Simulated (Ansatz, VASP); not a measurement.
## Two plane-wave programs on Sb

Contents of POSCAR:

```
Sb
1.0
   -1.8713408863      1.8713408863      1.8713408863
    1.8713408863     -1.8713408863      1.8713408863
    1.8713408863      1.8713408863     -1.8713408863
Sb
1
Direct
    0.0000000000      0.0000000000      0.0000000000
```

The input INCAR.step1:

```
PREC = Accurate
ENCUT = 520
ISMEAR = -1
SIGMA = 0.05
LREAL = False
LASPH = True
NELM = 150
MAGMOM = 0 0 0
LSORBIT = True
GGA_COMPAT = False
NBANDS = 16
GGA = PE
ALGO = Normal
EDIFF = 1E-4
LWAVE = True
LCHARG = False
```

INCAR.step2

```
PREC = Accurate
ENCUT = 520
EDIFF = 1E-7
ISMEAR = -1
SIGMA = 0.05
LREAL = False
LASPH = True
NELM = 150
ALGO = Normal
ISIF = 2
LWAVE = False
LCHARG = False
MAGMOM = 0 0 0
LORBIT = 11
LSORBIT = True
GGA_COMPAT = False
LORBMOM = True
METAGGA = R2SCAN
LMIXTAU = True
NBANDS = 16
ISTART = 1
```

The input KPOINTS:

```
regular mesh
0
Gamma
  7 7 7
```

File input.yaml:

```yaml
crystal:
  lattice:
    - [-1.8713408863, 1.8713408863, 1.8713408863]
    - [1.8713408863, -1.8713408863, 1.8713408863]
    - [1.8713408863, 1.8713408863, -1.8713408863]
  atoms:
    - { symbol: Sb, position: [0.0, 0.0, 0.0] }
hamiltonian:
  xc: r2scan
  pseudopotentials: { kind: paw_fr }
magnetization:
  noncollinear: true
  spin_orbit: true
kpoints:
  mp_grid: { grid: [7, 7, 7] }
  band_path:
    path:
      - [[0.0, 0.0, 0.0], [0.5, -0.5, 0.5], [0.0, 0.0, 0.5], [0.0, 0.0, 0.0], [0.25, 0.25, 0.25], [0.5, -0.5, 0.5]]
      - [[0.25, 0.25, 0.25], [0.0, 0.0, 0.5]]
    npoints: 14
scf:
  occupations: { method: fermi_dirac, width: 0.05 }
  n_extra_bands: 6
output:
  forces: true
  stress: true
  eigenvalues: true
  fatbands: true
```

Alike in both runs: functional r2SCAN; k mesh 7 × 7 × 7; occupations fermi-dirac, width 0.05 eV; non-collinear spin, spin-orbit coupling.

|  | VASP | Ansatz |
| --- | --- | --- |
| version | VASP 6.6.1 | Ansatz 0.2.0 |
| potentials or method | VASP PAW PBE potentials, release 64 (Sb) | Ansatz PAW |
| plane-wave cutoff (eV) | 520 | 500 |
| valence electrons in the cell | 5 | 15 |
| task | single point | band structure |

Ansatz gave:

| Item | Value |
| --- | --- |
| pressure (GPa) | 1.8 |
| net moment per atom (μB) | 0.00 |

Question: Which values does VASP return?

Answer: Pressure (GPa): 1.7; net moment per atom (μB): 0.00.

VASP's potentials were made for PBE, not for r2SCAN. VASP's potentials hold 5 valence electrons a cell and Ansatz's 15, so a difference there can come from the potentials and not from the codes.
